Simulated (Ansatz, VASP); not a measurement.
**One calculation of Ca, two programs**

```
CELL_PARAMETERS angstrom
-2.19220 2.19220 2.19220
2.19220 -2.19220 2.19220
2.19220 2.19220 -2.19220
ATOMIC_POSITIONS crystal
Ca 0.00000 0.00000 0.00000
```

Alike in both runs: functional PBE; k mesh 10 × 10 × 10; occupations fermi-dirac, width 0.1 eV; no spin polarisation.

Ansatz relaxed the structure, and its values are those at the end. VASP's run is a single point on that final structure, the one shown.

```csv
,VASP,Ansatz
version,VASP 6.6.1,Ansatz 0.2.0
potentials or method,"VASP PAW PBE potentials, release 64 (Ca_sv), cutoff 520 eV","plane waves (420 eV) with PAW, scalar-relativistic"
valence electrons in the cell,10,10
```

```tsv
	VASP	Ansatz	Ansatz less VASP
pressure (GPa)	0.0	0.0	-0.02
```

The functional is the same, so the differences come from potentials, cutoffs and numerics.
